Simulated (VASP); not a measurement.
# NbP in VASP: further runs

NbP is run at these levels: PBE; tasks: relaxation of cell and atoms, single point.

All numbers are computed with VASP 6.6.1; they aren't measurements. Logs are shortened: lines on timing, memory, paths and dates and some standing lists are left out, and cuts for length are marked.

### Step 1. The cell of the first run

The structure is tetragonal, space group I4_1/amd (No. 141). The conventional cell has a = 3.327 Å, b = 3.327 Å, c = 11.386 Å, α = 90.00°, β = 90.00°, γ = 90.00°. Nb (site symmetry -4m2) has 4 P at 2.35 Å within 3.1 Å. P (site symmetry -4m2) has 4 Nb at 2.35 Å within 3.1 Å.

### Step 2. Relaxation of cell and atoms, PBE

File INCAR:

```
ALGO = Normal ; EDIFF = 1E-6
EDIFFG = -0.01 ; ENCUT = 600
GGA = PE ; IBRION = 2
ISIF = 3 ; ISMEAR = -1
LASPH = True ; LCHARG = False
LREAL = False ; LWAVE = False
NELM = 80 ; NSW = 60
PREC = Accurate ; SIGMA = 0.1
```

File KPOINTS:

```
k-points
0
Gamma
  6 6 6
```

File POSCAR:

```
NbP
1.0
    0.0000000000      3.3268650000      0.0000000000
    3.3268650000      0.0000000000      0.0000000000
    1.6634330000      1.6634330000     -5.6931920000
Nb P
2 2
Direct
    0.0000000000      0.0000000000      0.0000000000
    0.7500000000      0.2500000000      0.5000000000
    0.5000000000      0.5000000000      0.0000000000
    0.2500000000      0.7500000000      0.5000000000
```

Potentials or basis: VASP PAW PBE potentials, release 64 (Nb_sv, P).

On the command line:

```sh
$ cat potpaw_PBE.64/Nb_sv/POTCAR potpaw_PBE.64/P/POTCAR > POTCAR
$ mpirun -np 1 vasp_std > vasp.out
```

OUTCAR:

```text
EDIFF = 1E-6
   EDIFFG = -0.01
   ENCUT = 600
   GGA = PE
   IBRION = 2
   ISIF = 3
   ISMEAR = -1
   LASPH = True
   LREAL = False
   NELM = 80
   NSW = 60
   PREC = Accurate

 ion  position               nearest neighbor table
   1  0.000  0.000  0.000-   3 2.35   3 2.35   3 2.35   3 2.35
   2  0.750  0.250  0.500-   4 2.35   4 2.35   4 2.35   4 2.35
   3  0.500  0.500  0.000-   1 2.35   1 2.35   1 2.35   1 2.35
   4  0.250  0.750  0.500-   2 2.35   2 2.35   2 2.35   2 2.35

  LATTYP: Found a body centered tetragonal cell.
 ALAT       =     3.3268650000
 C/A-ratio  =     3.4225566712

  Lattice vectors:

 A1 = (  -1.6634330000,   1.6634320000,   5.6931920000)
 A2 = (   1.6634320000,  -1.6634330000,   5.6931920000)
 A3 = (   1.6634330000,   1.6634330000,  -5.6931920000)

Analysis of symmetry for initial positions (statically):
=====================================================================
 Subroutine PRICEL returns:
 Original cell was already a primitive cell.

 Routine SETGRP: Setting up the symmetry group for a
 body centered tetragonal supercell.

 Subroutine GETGRP returns: Found 16 space group operations
 (whereof  8 operations were pure point group operations)
 out of a pool of 16 trial point group operations.

The static configuration has the point symmetry D_2d.
 The point group associated with its full space group is D_4h.

Analysis of symmetry for dynamics (positions and initial velocities):
=====================================================================
 Subroutine PRICEL returns:
 Original cell was already a primitive cell.

 Routine SETGRP: Setting up the symmetry group for a
 body centered tetragonal supercell.

 Subroutine GETGRP returns: Found 16 space group operations
 (whereof  8 operations were pure point group operations)
 out of a pool of 16 trial point group operations.

The dynamic configuration has the point symmetry D_2d.
 The point group associated with its full space group is D_4h.

 Subroutine INISYM returns: Found 16 space group operations
 (whereof  8 operations are pure point group operations),
 and found     1 'primitive' translations

----------------------------------------------------------------------------------------

                                     Primitive cell

  volume of cell :      63.0124

  direct lattice vectors                    reciprocal lattice vectors
     0.000000000  3.326865000  0.000000000     0.000000000  0.300583282  0.087824221
     3.326865000  0.000000000  0.000000000     0.300583282  0.000000000  0.087824221
     1.663433000  1.663433000 -5.693192000     0.000000000  0.000000000 -0.175648388

  length of vectors
     3.326865000  3.326865000  6.160069305     0.313150767  0.313150767  0.175648388

  position of ions in fractional coordinates (direct lattice)
     0.000000000  0.000000000  0.000000000
     0.750000000  0.250000000  0.500000000
     0.500000000  0.500000000  0.000000000
     0.250000000  0.750000000  0.500000000

  ion indices of the primitive-cell ions
   primitive index   ion index
                 1           1
                 2           2
                 3           3
                 4           4

----------------------------------------------------------------------------------------

 KPOINTS: k-points

Automatic generation of k-mesh.
 Grid dimensions read from file:
 generate k-points for:    6    6    6

 Generating k-lattice:

  Cartesian coordinates                     Fractional coordinates (reciprocal lattice)
     0.000000000  0.050097214  0.014637370     0.166666667  0.000000000  0.000000000
     0.050097214  0.000000000  0.014637370     0.000000000  0.166666667  0.000000000
     0.000000000  0.000000000 -0.029274731     0.000000000  0.000000000  0.166666667

  Length of vectors
     0.052191795  0.052191795  0.029274731

  Shift w.r.t. Gamma in fractional coordinates (k-lattice)
     0.000000000  0.000000000  0.000000000

 Subroutine IBZKPT returns following result:
 ===========================================

 Found     30 irreducible k-points:

 Following reciprocal coordinates:
            Coordinates               Weight
  0.000000  0.000000  0.000000      1.000000
  0.166667  0.000000  0.000000      8.000000
  0.333333  0.000000  0.000000      8.000000
  0.500000  0.000000 -0.000000      4.000000
  0.166667  0.166667  0.000000      8.000000
  0.333333  0.166667 -0.000000     16.000000
[... 16 lines left out ...]
 -0.333333 -0.333333  0.166667      4.000000
 -0.166667 -0.333333  0.166667     16.000000
 [... further k-points ...]
   k-points           NKPTS =     30   k-points in BZ     NKDIM =     30   number of bands    NBANDS=     22
   number of dos      NEDOS =    301   number of ions     NIONS =      4
   total plane-waves  NPLWV =  39200
   dimension x,y,z NGX =    28 NGY =   28 NGZ =   50
   dimension x,y,z NGXF=    56 NGYF=   56 NGZF=  100
   ions per type =               2   2
   NGX,Y,Z   is equivalent  to a cutoff of  13.99, 13.99, 13.49 a.u.
   NGXF,Y,Z  is equivalent  to a cutoff of  27.98, 27.98, 26.99 a.u.
 SYSTEM =  unknown system
   PREC   = accura    normal or accurate (medium, high low for compatibility)
   ISTART =      0    job   : 0-new  1-cont  2-samecut
   ICHARG =      2    charge: 1-file 2-atom 10-const
   ISPIN  =      1    spin polarized calculation?
   LNONCOLLINEAR =      F non collinear calculations
   LSORBIT =      F    spin-orbit coupling
   LASPH  =      T    aspherical Exc in radial PAW
   ENCUT  =  600.0 eV  44.10 Ry    6.64 a.u.   6.64  6.64 12.30*2*pi/ulx,y,z
   NELM   =     80;   NELMIN=  2; NELMDL= -5     # of ELM steps
   EDIFF  = 0.1E-05   stopping-criterion for ELM
   LREAL  =      F    real-space projection
   EDIFFG = -.1E-01   stopping-criterion for IOM
   NSW    =     60    number of steps for IOM
   IBRION =      2    ionic relax: 0-MD 1-quasi-New 2-CG
   NFREE  =      1    steps in history (QN), initial steepest desc. (CG)
   ISIF   =      3    stress and relaxation
   ISYM   =      2    0-nonsym 1-usesym 2-fastsym
   POTIM  = 0.5000    time-step for ionic-motion
   TEBEG  =    0.0;   TEEND  =   0.0 temperature during run
   PSTRESS=    0.0 pullay stress
   NELECT =      36.0000    total number of electrons
   NUPDOWN=      -1.0000    fix difference up-down
   EMIN   =  10.00;   EMAX   =-10.00  energy-range for DOS
   EFERMI =   0.00;   METHOD = LEGACY
   ISMEAR =    -1;   SIGMA  =   0.10  broadening in eV -4-tet -1-fermi 0-gaus
   EFERMI_NEDOS =   21; number of points for ismear=-14 and -15
   IALGO  =     38    algorithm
   IMIX   =      4    mixing-type and parameters
     AMIX     =   0.40;   BMIX     =  1.00
     AMIX_MAG =   1.60;   BMIX_MAG =  1.00
  volume/ion in A,a.u.               =      15.75       106.31
  Fermi-wavevector in a.u.,A,eV,Ry     =   1.358419  2.567039 25.106844  1.845301
  Thomas-Fermi vector in A             =   2.485254
   LORBIT       =      0    0 simple, 1 ext, 2 COOP (PROOUT), +10 PAW based schemes
   GGA     = PE    functional components
   LHFCALC =     F    Hartree Fock is set to
   AEXX    =    0.0000 exact exchange contribution
   IVDW    =     0    specifies the selected vdW correction
   LEPSILON=     F    determine dielectric tensor
   LRPA    =     F    only Hartree local field effects (RPA)
 conjugate gradient relaxation of ions
 non-spin polarized calculation
  energy-cutoff  :      600.00
  volume of cell :       63.01
 maximum number of plane-waves:      2131
 NGX is ok and might be reduce to    28
   NGX = 13   NGY = 13   NGZ = 25

--------------------------------------- Ionic step        1  -------------------------------------------

 number of electron      35.9999999 magnetization

 Free energy of the ion-electron system (eV)
  ---------------------------------------------------
  ext. energy  EPLUGINS =         0.00000000
  ---------------------------------------------------
  free energy    TOTEN  =       -32.18611300 eV

  energy without entropy =      -32.13098314  energy(sigma->0) =      -32.15854807

------------------------ aborting loop because EDIFF is reached ----------------------------------------

  FORCE on cell =-STRESS in cart. coord.  units (eV):
  Direction    XX          YY          ZZ          XY          YZ          ZX
  --------------------------------------------------------------------------------------
  -------------------------------------------------------------------------------------
  Total       12.9455134     12.9455134     -4.0933736     -0.0000000      0.0000004      0.0000004
  in kB      329.1574381    329.1574381   -104.0796401     -0.0000000      0.0000091      0.0000091
  external PRESSURE =     184.7450787 kB  Pullay stress =       0.0000000 kB
[... 23 lines left out ...]
  energy  without entropy=      -32.1309831355  energy(sigma->0) =      -32.15854807

--------------------------------------- Ionic step        2  -------------------------------------------

 number of electron      36.0000002 magnetization

 E-fermi :   8.2467     XC(G=0): -11.0034

 val. band max:        8.2037902161   @ k =  -0.3333   0.1667   0.0000
 cond. band min:       8.2636522425   @ k =  -0.1667   0.0000   0.3333
 fundamental gap:      0.0598620263
 Fermi energy:         8.2466946827

 k-point     1 :       0.0000    0.0000    0.0000
  band No.  band energies     occupation
      1     -47.2678      2.00000
      2     -47.2355      2.00000
      3     -23.3567      2.00000
      4     -23.3567      2.00000
      5     -23.3213      2.00000
      6     -23.3213      2.00000
[... 574 lines left out ...]
      6     -23.3212      2.00000
[... 14 lines left out ...]
     21       9.7064      0.00000
     22      10.2331      0.00000

 [... further k-points ...]
[... 5 lines left out ...]
  --------------------------------------------------------------------------------------
  -------------------------------------------------------------------------------------
  Total      -14.8150643    -14.8150643     -6.7185727     -0.0000000      0.0000006      0.0000006
  in kB     -296.4568025   -296.4568025   -134.4419800     -0.0000000      0.0000126      0.0000126
  external PRESSURE =    -242.4518617 kB  Pullay stress =       0.0000000 kB
[... 57 lines left out ...]
  FREE ENERGIE OF THE ION-ELECTRON SYSTEM (eV)
  ---------------------------------------------------
  free  energy   TOTEN  =       -32.8236287213 eV

  energy  without entropy=      -32.7439018790  energy(sigma->0) =      -32.78376530

[... ionic steps 4 to 7 ...]

--------------------------------------- Ionic step        8  -------------------------------------------

 number of electron      35.9999998 magnetization

------------------------ aborting loop because EDIFF is reached ----------------------------------------

  FORCE on cell =-STRESS in cart. coord.  units (eV):
  Direction    XX          YY          ZZ          XY          YZ          ZX
  --------------------------------------------------------------------------------------
  -------------------------------------------------------------------------------------
  Total        0.3576316      0.3576316      0.0060509     -0.0000000      0.0000000      0.0000000
  in kB        8.9524198      8.9524198      0.1514694     -0.0000000      0.0000001      0.0000001
  external PRESSURE =       6.0187697 kB  Pullay stress =       0.0000000 kB
[... 61 lines left out ...]
  energy  without entropy=      -32.9051087463  energy(sigma->0) =      -32.94707678

--------------------------------------- Ionic step       10  -------------------------------------------

 number of electron      35.9999998 magnetization

 Free energy of the ion-electron system (eV)
  ---------------------------------------------------
  ext. energy  EPLUGINS =         0.00000000
  ---------------------------------------------------
  free energy    TOTEN  =       -32.99015894 eV

  energy without entropy =      -32.90818104  energy(sigma->0) =      -32.94916999

 E-fermi :  11.0148     XC(G=0): -12.0420

 val. band max:       10.9831171273   @ k =  -0.3333   0.1667   0.0000
 cond. band min:      11.0809721031   @ k =   0.1667   0.0000   0.0000
 fundamental gap:      0.0978549758
 Fermi energy:        11.0148090014

 k-point     1 :       0.0000    0.0000    0.0000
  band No.  band energies     occupation
      1     -44.0128      2.00000
      2     -43.9440      2.00000
      3     -20.1763      2.00000
      4     -20.1763      2.00000
      5     -20.1361      2.00000
      6     -20.1268      2.00000
[... 574 lines left out ...]
      6     -20.1400      2.00000
[... 14 lines left out ...]
     21      13.1261      0.00000
     22      13.6762      0.00000

 [... further k-points ...]
[... 5 lines left out ...]
  --------------------------------------------------------------------------------------
  -------------------------------------------------------------------------------------
  Total       -0.0019339     -0.0019339     -0.0064770      0.0000000      0.0000000      0.0000000
  in kB       -0.0482848     -0.0482848     -0.1617142      0.0000000      0.0000000      0.0000000
  external PRESSURE =      -0.0860946 kB  Pullay stress =       0.0000000 kB
[... 19 lines left out ...]
  FREE ENERGIE OF THE ION-ELECTRON SYSTEM (eV)
  ---------------------------------------------------
  free  energy   TOTEN  =       -32.9901589425 eV

  energy  without entropy=      -32.9081810420  energy(sigma->0) =      -32.94916999

 reached required accuracy - stopping structural energy minimisation
```

It took 2.7 min on 1 thread of Intel Xeon 6975P-C (Granite Rapids), shared host; peak memory 0.22 GiB.

What came out:

* Free energy: -32.9902 eV
* Relaxed volume: 16.04 Å³/atom
* Relaxed cell: a = 3.505 Å, b = 3.505 Å, c = 5.781 Å, α = 72.35°, β = 72.35°, γ = 90.00°
* Space group after relaxing (to 0.05 Å): I4_1/amd (No. 141)
* Energy gained by relaxing: 201.0 meV/atom
* Ionic steps: 10
* Pressure after relaxing: 0.0 GPa
* Band gap on the k mesh: zero (band 18 reaches 11.20 eV, above the bottom of band 19 at 10.30 eV)

The path:
| step | energy change (eV) | largest force (eV/Å) | pressure (GPa) | volume (Å³) |
| --- | --- | --- | --- | --- |
| 1 | 0.0000 | 0.0000 | 18.47 | 63.01 |
| 2 | 0.8763 | 0.0000 | -24.25 | 80.07 |
| 3 | -0.6375 | 0.0000 | -6.00 | 69.03 |
| 4 | -0.6416 | 0.0000 | -4.76 | 68.62 |
| 5 | -0.6417 | 0.0000 | -4.41 | 68.50 |
| 6 | -0.7879 | 0.0000 | -1.26 | 65.30 |
| 7 | -0.8032 | 0.0000 | 0.40 | 64.15 |
| 8 | -0.8034 | 0.0000 | 0.60 | 64.00 |
| 9 | -0.8029 | 0.0000 | -0.81 | 64.40 |
| 10 | -0.8040 | 0.0000 | -0.01 | 64.17 |

Final structure:
```xyz
4
Lattice="0.0000 3.5052 0.0000 3.5052 0.0000 0.0000 1.7526 1.7526 -5.2230" Properties=species:S:1:pos:R:3 pbc="T T T"
Nb    1.7526    1.7526   -5.2230
Nb    1.7526    3.5052   -2.6115
P     1.7526    1.7526    0.0000
P     3.5052    1.7526   -2.6115
```

(Continued in part 2 of 2.)
